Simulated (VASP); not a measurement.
# NiSb (P6_3/mmc) in VASP: a series of runs

NiSb is run at these levels: LDA, PBE; tasks: single point.

All numbers are computed with VASP 6.6.1; they aren't measurements. Logs are shortened: lines on timing, memory, paths and dates and some standing lists are left out, and cuts for length are marked.

## (1) The cell of the first run

It takes space group P6_3/mmc (No. 194, hexagonal). Conventional cell: a = 3.971 Å, b = 3.971 Å, c = 5.168 Å, α = 90.00°, β = 90.00°, γ = 120.00°. Ni (site symmetry -3m) has 2 Ni at 2.58 Å and 6 Sb at 2.63 Å within 3.4 Å. Sb (site symmetry -6m2) has 6 Ni at 2.63 Å and 6 Sb at 3.45 Å within 3.5 Å.

## (2) Single point, LDA, collinear spin

INCAR reads:

```
SYSTEM = NiSb
  PREC = Accurate
  ENCUT = 520
  EDIFF = 1E-6
  ISMEAR = 0
  SIGMA = 0.05
  LREAL = .FALSE.
  LASPH = .TRUE.
  NELM = 150
  ALGO = Normal
  ISIF = 2
  LWAVE = .FALSE.
  LCHARG = .FALSE.
  ISPIN = 2
  MAGMOM = 0.05 0.05 0 0
  LORBIT = 11
  LMAXMIX = 4
  GGA = CA
  NBANDS = 27
```

KPOINTS reads:

```
regular mesh
0
G
  10 10 8
  0 0 0
```

POSCAR reads:

```
NiSb
1.0
    3.9710518376      0.0000000000      0.0000000000
   -1.9855259188      3.4390317711      0.0000000000
    0.0000000000      0.0000000000      5.1680081343
Ni Sb
2 2
Direct
    0.0000000000      0.0000000000      0.0000000000
    0.0000000000      0.0000000000      0.5000000000
    0.3333333333      0.6666666667      0.2500000000
    0.6666666667      0.3333333333      0.7500000000
```

Potentials or basis: VASP PAW LDA potentials, release 64 (Ni, Sb).

On the command line:

```bash
> cat potpaw_LDA.64/Ni/POTCAR potpaw_LDA.64/Sb/POTCAR > POTCAR
> mpirun -np 1 vasp_std > vasp.out
```

OUTCAR:

```text
SYSTEM = NiSb
   PREC = Accurate
   ENCUT = 520
   EDIFF = 1E-6
   ISMEAR = 0
   LREAL = .FALSE.
   LASPH = .TRUE.
   NELM = 150
   ISIF = 2
   ISPIN = 2
   LORBIT = 11
   GGA = CA

 ion  position               nearest neighbor table
   1  0.000  0.000  0.000-   2 2.58   2 2.58   4 2.63   3 2.63   3 2.63   4 2.63   4 2.63   3 2.63

   2  0.000  0.000  0.500-   1 2.58   1 2.58   4 2.63   3 2.63   3 2.63   4 2.63   4 2.63   3 2.63

   3  0.333  0.667  0.250-   1 2.63   2 2.63   1 2.63   2 2.63   1 2.63   2 2.63   4 3.45   4 3.45
                             4 3.45   4 3.45   4 3.45   4 3.45
   4  0.667  0.333  0.750-   1 2.63   2 2.63   1 2.63   2 2.63   1 2.63   2 2.63   3 3.45   3 3.45
                             3 3.45   3 3.45   3 3.45   3 3.45

  LATTYP: Found a hexagonal cell.
 ALAT       =     3.9710518376
 C/A-ratio  =     1.3014204663

  Lattice vectors:

 A1 = (   3.9710518376,   0.0000000000,   0.0000000000)
 A2 = (  -1.9855259188,   3.4390317711,   0.0000000000)
 A3 = (   0.0000000000,   0.0000000000,   5.1680081343)

Analysis of symmetry for initial positions (statically):
=====================================================================
 Subroutine PRICEL returns:
 Original cell was already a primitive cell.

 Routine SETGRP: Setting up the symmetry group for a
 hexagonal supercell.

 Subroutine GETGRP returns: Found 24 space group operations
 (whereof 12 operations were pure point group operations)
 out of a pool of 24 trial point group operations.

The static configuration has the point symmetry D_3d.
 The point group associated with its full space group is D_6h.

Analysis of symmetry for dynamics (positions and initial velocities):
=====================================================================
 Subroutine PRICEL returns:
 Original cell was already a primitive cell.

 Routine SETGRP: Setting up the symmetry group for a
 hexagonal supercell.

 Subroutine GETGRP returns: Found 24 space group operations
 (whereof 12 operations were pure point group operations)
 out of a pool of 24 trial point group operations.

The dynamic configuration has the point symmetry D_3d.
 The point group associated with its full space group is D_6h.

Analysis of structural, dynamic, and magnetic symmetry:
=====================================================================
 Subroutine PRICEL returns:
 Original cell was already a primitive cell.

 Routine SETGRP: Setting up the symmetry group for a
 hexagonal supercell.

 Subroutine GETGRP returns: Found 24 space group operations
 (whereof 12 operations were pure point group operations)
 out of a pool of 24 trial point group operations.

[... 136 lines left out ...]
 spin polarized calculation
 Gauss-broadening in eV      SIGMA  =   0.05
  energy-cutoff  :      520.00
  volume of cell :       70.58
 maximum number of plane-waves:      1928
 NGX is ok and might be reduce to    30
   NGX = 15   NGY = 15   NGZ = 19

 number of electron      30.0000013 magnetization      -0.0004323

 number of electron      30.0000013 magnetization       0.0000288

 Free energy of the ion-electron system (eV)
  ---------------------------------------------------
  ext. energy  EPLUGINS =         0.00000000
  ---------------------------------------------------
  free energy    TOTEN  =       -24.01869205 eV

  energy without entropy =      -24.01740289  energy(sigma->0) =      -24.01804747

 E-fermi :   9.4115     XC(G=0): -11.5896

 val. band max:        9.4094307768   @ k =   0.1000   0.1000   0.5000
 cond. band min:       9.4150311906   @ k =   0.0000   0.0000   0.0000
 fundamental gap:      0.0056004138
 Fermi energy:         9.4114671735

 spin component 1

 k-point     1 :       0.0000    0.0000    0.0000
  band No.  band energies     occupation
      1      -3.3112      1.00000
      2       1.0221      1.00000
      3       3.3999      1.00000
      4       5.6221      1.00000
      5       5.6221      1.00000
      6       6.3855      1.00000
[... 709 lines left out ...]
     26      21.9942      0.00000
     27      22.4708      0.00000

 [... further k-points ...]

 spin component 2

 k-point     1 :       0.0000    0.0000    0.0000
  band No.  band energies     occupation
      1      -3.3112      1.00000
      2       1.0221      1.00000
      3       3.4000      1.00000
      4       5.6221      1.00000
      5       5.6221      1.00000
      6       6.3855      1.00000
[... 709 lines left out ...]
     26      21.9943      0.00000
     27      22.4709      0.00000

 [... further k-points ...]

------------------------ aborting loop because EDIFF is reached ----------------------------------------

  FORCE on cell =-STRESS in cart. coord.  units (eV):
  Direction    XX          YY          ZZ          XY          YZ          ZX
  --------------------------------------------------------------------------------------
  -------------------------------------------------------------------------------------
  Total       -3.7851562     -3.7851562     -3.7599583      0.0000000      0.0000000      0.0000000
  in kB      -85.9269624    -85.9269624    -85.3549443      0.0000000      0.0000000      0.0000000
  external PRESSURE =     -85.7362897 kB  Pullay stress =       0.0000000 kB

 VOLUME and BASIS-vectors are now :
 -----------------------------------------------------------------------------
  energy-cutoff  :      520.00
  volume of cell :       70.58
      direct lattice vectors                 reciprocal lattice vectors
     3.971051838  0.000000000  0.000000000     0.251822449  0.145389759  0.000000000
    -1.985525919  3.439031771  0.000000000     0.000000000  0.290779518  0.000000000
     0.000000000  0.000000000  5.168008134     0.000000000  0.000000000  0.193498147

 POSITION                                       TOTAL-FORCE (eV/Angst)
 -----------------------------------------------------------------------------------
      0.00000      0.00000      0.00000        -0.000000     -0.000000      0.000000
      0.00000      0.00000      2.58400        -0.000000     -0.000000      0.000000
     -0.00000      2.29269      1.29200         0.000000     -0.000000      0.000000
      1.98553      1.14634      3.87601        -0.000000      0.000000      0.000000
 -----------------------------------------------------------------------------------
    total drift:                                0.000000      0.000000     -0.000000

  FREE ENERGIE OF THE ION-ELECTRON SYSTEM (eV)
  ---------------------------------------------------
  free  energy   TOTEN  =       -24.0186920455 eV

  energy  without entropy=      -24.0174028881  energy(sigma->0) =      -24.01804747

 total charge

# of ion       s       p       d       tot
------------------------------------------
    1        0.443   0.456   8.468   9.368
    2        0.443   0.456   8.468   9.368
    3        1.146   1.210   0.074   2.430
    4        1.146   1.210   0.074   2.430
--------------------------------------------------
tot          3.179   3.332  17.084  23.596

 magnetization (x)

# of ion       s       p       d       tot
------------------------------------------
    1        0.000   0.000   0.000   0.000
    2        0.000   0.000   0.000   0.000
    3       -0.000  -0.000   0.000  -0.000
    4       -0.000  -0.000   0.000  -0.000
--------------------------------------------------
tot          0.000  -0.000   0.000   0.000
```

It took 5.5 min on 1 thread of Intel Xeon 8259CL, shared host; peak memory 0.31 GiB.

What came out:

* Free energy: -24.0187 eV
* Pressure: -8.6 GPa
* Band gap on the k mesh: zero (filled and empty bands overlap)
* Net moment: 0.00 μB per cell
* Valence electrons inside the program's atomic spheres: Ni 9.37; Sb 2.43

Levels at points of the mesh, in eV from the Fermi level:
Spin up:
| k point | band 13 | band 14 | band 15 | band 16 | band 17 | band 18 |
| --- | --- | --- | --- | --- | --- | --- |
| (0.00, 0.00, 0.00) | 0.00 | 0.59 | 0.59 | 2.42 | 2.42 | 3.13 |
| (0.50, 0.00, 0.00) | -1.52 | -1.31 | -1.24 | -0.42 | 1.14 | 3.47 |
| (0.00, 0.00, 0.50) | 0.16 | 0.16 | 2.01 | 2.01 | 2.01 | 2.01 |
| (0.50, 0.00, 0.50) | -1.70 | -1.70 | 0.23 | 0.23 | 1.61 | 1.61 |
Spin down:
```
           k point  band 11  band 12  band 13  band 14  band 15  band 16  band 17  band 18  band 19  band 20
(0.00, 0.00, 0.00)    -1.26    -1.26     0.00     0.59     0.59     2.42     2.42     3.13     3.86     5.02
(0.50, 0.00, 0.00)    -1.98    -1.78    -1.52    -1.31    -1.24    -0.42     1.14     3.47     3.85     5.33
(0.00, 0.00, 0.50)    -1.97    -1.97     0.16     0.16     2.01     2.01     2.01     2.01     5.12     5.12
(0.50, 0.00, 0.50)    -1.81    -1.81    -1.70    -1.70     0.23     0.23     1.61     1.61     5.09     5.09
```

Caveat: the cell stands under tension; spin-orbit coupling is left out, which moves the levels of the heavy elements.

[end of part 1 of 2]

The gap in the log of VASP goes by the Fermi energy; the results here count the filled bands.